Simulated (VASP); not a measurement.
# LiNbO3 (R3c) in VASP: notebook, part 2 of 2

VASP 6.6.1. The steps go on from the part before.

**3. Relaxation of cell and atoms, r2SCAN**

This run uses another cell than the first one, of 10.62 Å³/atom.

POSCAR reads:

```
LiNbO3
1.0
    2.5756485575      1.4870513880      4.6218000000
   -2.5756485575      1.4870513880      4.6218000000
    0.0000000000     -2.9741027760      4.6218000000
Li Nb O
2 2 6
Direct
    0.3021000000      0.3021000000      0.3021000000
    0.8021000000      0.8021000000      0.8021000000
    0.0192000000      0.0192000000      0.0192000000
    0.5192000000      0.5192000000      0.5192000000
    0.1311000000      0.3783000000      0.7405000000
    0.7405000000      0.1311000000      0.3783000000
    0.3783000000      0.7405000000      0.1311000000
    0.2405000000      0.8783000000      0.6311000000
    0.8783000000      0.6311000000      0.2405000000
    0.6311000000      0.2405000000      0.8783000000
```

INCAR.step1 reads:

```
SYSTEM = LiNbO3
PREC = Accurate ; ENCUT = 600
ISMEAR = 0 ; SIGMA = 0.01
LREAL = .FALSE. ; LASPH = .TRUE.
NELM = 80 ; GGA = PE
ALGO = Normal ; EDIFF = 1E-4
LWAVE = .TRUE. ; LCHARG = .FALSE.
```

INCAR.step2 reads:

```
SYSTEM = LiNbO3
PREC = Accurate ; ENCUT = 600
EDIFF = 1E-7 ; ISMEAR = 0
SIGMA = 0.01 ; LREAL = .FALSE.
LASPH = .TRUE. ; NELM = 80
ALGO = Normal ; ISIF = 3
LWAVE = .FALSE. ; LCHARG = .FALSE.
METAGGA = R2SCAN ; LMIXTAU = .TRUE.
IBRION = 2 ; NSW = 80
EDIFFG = -0.002 ; ISTART = 1
```

KPOINTS reads:

```
Automatic mesh
0
G
  4 4 4
  0 0 0
```

Potentials or basis: VASP PAW PBE potentials, release 64 (Li_sv, Nb_sv, O).

Launch:

```sh
cat potpaw_PBE.64/Li_sv/POTCAR potpaw_PBE.64/Nb_sv/POTCAR potpaw_PBE.64/O/POTCAR > POTCAR
cp INCAR.step1 INCAR
mpirun -np 1 vasp_std > vasp.out
cp INCAR.step2 INCAR
mpirun -np 1 vasp_std > vasp.out
```

OUTCAR:

```text
SYSTEM = LiNbO3
   PREC = Accurate
   ENCUT = 600
   EDIFF = 1E-7
   ISMEAR = 0
   LREAL = .FALSE.
   LASPH = .TRUE.
   NELM = 80
   ISIF = 3
   METAGGA = R2SCAN
   IBRION = 2
   NSW = 80
   EDIFFG = -0.002
   ISTART = 1

 ion  position               nearest neighbor table
   1  0.302  0.302  0.302-   8 2.07  10 2.07   9 2.07   5 2.24   7 2.24   6 2.24
   2  0.802  0.802  0.802-   7 2.07   6 2.07   5 2.07   9 2.24   8 2.24  10 2.24
   3  0.019  0.019  0.019-   5 1.88   6 1.88   7 1.88   9 2.12   8 2.12  10 2.12
   4  0.519  0.519  0.519-   9 1.88  10 1.88   8 1.88   5 2.12   7 2.12   6 2.12
   5  0.131  0.378  0.740-   3 1.88   2 2.07   4 2.12   1 2.24
   6  0.740  0.131  0.378-   3 1.88   2 2.07   4 2.12   1 2.24
   7  0.378  0.740  0.131-   3 1.88   2 2.07   4 2.12   1 2.24
   8  0.240  0.878  0.631-   4 1.88   1 2.07   3 2.12   2 2.24
   9  0.878  0.631  0.240-   4 1.88   1 2.07   3 2.12   2 2.24
  10  0.631  0.240  0.878-   4 1.88   1 2.07   3 2.12   2 2.24

  LATTYP: Found a trigonal (rhomboedric) cell.
 ALAT       =     5.4960278895
 COS(alpha) =     0.5607564954

  Lattice vectors:

 A1 = (   2.5756485575,   1.4870513880,   4.6218000000)
 A2 = (  -2.5756485575,   1.4870513880,   4.6218000000)
 A3 = (   0.0000000000,  -2.9741027760,   4.6218000000)

Analysis of symmetry for initial positions (statically):
[... 184 lines left out ...]

  FORCE on cell =-STRESS in cart. coord.  units (eV):
  Direction    XX          YY          ZZ          XY          YZ          ZX
  --------------------------------------------------------------------------------------
  -------------------------------------------------------------------------------------
  Total       -0.0598281     -0.0598281      0.0936459      0.0000000      0.0000000      0.0000000
  in kB       -0.9024864     -0.9024864      1.4126170      0.0000000      0.0000000      0.0000000
  external PRESSURE =      -0.1307852 kB  Pullay stress =       0.0000000 kB
[... 113 lines left out ...]
  FREE ENERGIE OF THE ION-ELECTRON SYSTEM (eV)
  ---------------------------------------------------
  free  energy   TOTEN  =      -118.6649864584 eV

  energy  without entropy=     -118.6649864584  energy(sigma->0) =     -118.66498646

[... ionic steps 4 to 20 ...]

--------------------------------------- Ionic step       21  -------------------------------------------

 number of electron      68.0000005 magnetization

------------------------ aborting loop because EDIFF is reached ----------------------------------------
[... 83 lines left out ...]
--------------------------------------- Ionic step       23  -------------------------------------------

 number of electron      68.0000005 magnetization

 Free energy of the ion-electron system (eV)
  ---------------------------------------------------
  ext. energy  EPLUGINS =         0.00000000
  ---------------------------------------------------
  free energy    TOTEN  =      -118.66936153 eV

  energy without entropy =     -118.66936153  energy(sigma->0) =     -118.66936153

 E-fermi :   3.4191     XC(G=0): -11.5352

 val. band max:        3.2218700190   @ k =   0.0000   0.0000   0.0000
 cond. band min:       7.2436453247   @ k =   0.5000   0.2500   0.0000
 fundamental gap:      4.0217753057
 Fermi energy:         3.4191283091

 k-point     1 :       0.0000    0.0000    0.0000
  band No.  band energies     occupation
      1     -52.6396      2.00000
      2     -52.6223      2.00000
      3     -40.5399      2.00000
      4     -40.5370      2.00000
      5     -28.2277      2.00000
      6     -28.2277      2.00000
[... 585 lines left out ...]
  FREE ENERGIE OF THE ION-ELECTRON SYSTEM (eV)
  ---------------------------------------------------
  free  energy   TOTEN  =      -118.6693615332 eV

  energy  without entropy=     -118.6693615332  energy(sigma->0) =     -118.66936153

 reached required accuracy - stopping structural energy minimisation
```

OSZICAR.step1:

```text
N       E                     dE             d eps       ncg     rms          rms(c)
DAV:   1     0.847677808380E+03    0.84768E+03   -0.39767E+04  1040   0.198E+03
DAV:   2    -0.199860755086E+02   -0.86766E+03   -0.85047E+03  1408   0.672E+02
DAV:   3    -0.915315632223E+02   -0.71545E+02   -0.71218E+02  1512   0.170E+02
DAV:   4    -0.976129894842E+02   -0.60814E+01   -0.60733E+01  1896   0.466E+01
DAV:   5    -0.979701055821E+02   -0.35712E+00   -0.35708E+00  1600   0.748E+00    0.274E+01
DAV:   6    -0.800415244140E+02    0.17929E+02   -0.99765E+01  1464   0.605E+01    0.968E+00
DAV:   7    -0.799676132651E+02    0.73911E-01   -0.81886E+00  1720   0.175E+01    0.513E+00
DAV:   8    -0.800012691281E+02   -0.33656E-01   -0.74922E-01  1592   0.534E+00    0.186E+00
DAV:   9    -0.800173468712E+02   -0.16078E-01   -0.95095E-02  1432   0.226E+00    0.681E-01
DAV:  10    -0.800211101953E+02   -0.37633E-02   -0.23146E-02  1664   0.117E+00    0.165E-01
DAV:  11    -0.800212965453E+02   -0.18635E-03   -0.26374E-03  1584   0.356E-01    0.425E-02
DAV:  12    -0.800213413420E+02   -0.44797E-04   -0.23238E-04   960   0.134E-01
   1 F= -.80021341E+02 E0= -.80021341E+02  d E =-.903197-175
```

Wall time 73 min (1 thread of AMD EPYC 9R45 (Zen 5), shared host); peak memory 0.36 GiB.

Results:

* Free energy: -118.6694 eV
* Relaxed volume: 10.54 Å³/atom
* Relaxed cell: a = 5.491 Å, b = 5.491 Å, c = 5.491 Å, α = 55.70°, β = 55.70°, γ = 55.70°
* Space group after relaxing (to 0.1 Å): R3c (No. 161)
* Energy gained by relaxing: 0.9 meV/atom
* Ionic steps: 23
* Pressure after relaxing: 0.0 GPa
* Band gap on the k mesh: 4.02 eV (least direct gap 4.06 eV)

The path:
```tsv
step	energy change (eV)	largest force (eV/Å)	pressure (GPa)	volume (Å³)
1	0.0000	0.1139	-0.01	106.21
2	-0.0034	0.0752	-0.50	106.20
3	-0.0045	0.0813	-0.88	106.19
4	-0.0063	0.0513	-0.47	105.92
5	-0.0074	0.0472	-0.04	105.65
6	-0.0068	0.0998	0.83	105.11
7	-0.0076	0.0497	0.24	105.48
8	-0.0080	0.0395	0.16	105.45
9	-0.0082	0.0357	0.10	105.42
10	-0.0085	0.0351	-0.04	105.37
11	-0.0087	0.0307	0.02	105.34
12	-0.0088	0.0267	0.08	105.31
13	-0.0088	0.0189	0.20	105.25
14	-0.0088	0.0224	0.15	105.28
15	-0.0088	0.0131	-0.13	105.38
16	-0.0089	0.0055	0.00	105.33
17	-0.0089	0.0047	-0.01	105.33
18	-0.0089	0.0036	0.00	105.33
19	-0.0089	0.0026	0.02	105.33
20	-0.0089	0.0031	-0.01	105.35
21	-0.0089	0.0038	-0.02	105.36
22	-0.0089	0.0024	-0.02	105.36
23	-0.0089	0.0009	-0.01	105.36
```

Final structure:
```
Li Nb O
1.0
     2.56486    1.48082    4.62339
    -2.56486    1.48082    4.62339
     0.00000   -2.96164    4.62339
Li Nb O
2 2 6
Direct
  0.30178 0.30178 0.30178
  0.80178 0.80178 0.80178
  0.01992 0.01992 0.01992
  0.51992 0.51992 0.51992
  0.12712 0.38297 0.73941
  0.73941 0.12712 0.38297
  0.38297 0.73941 0.12712
  0.23941 0.88297 0.62712
  0.88297 0.62712 0.23941
  0.62712 0.23941 0.88297
```

Caveat: the cutoff is under 1.25 times the usual one of these potentials, so pressure, stress and relaxed cells hold a basis-set (Pulay) error; the PAW data sets were made with another functional, which shifts forces and pressure a little. A k mesh can miss the band edges.
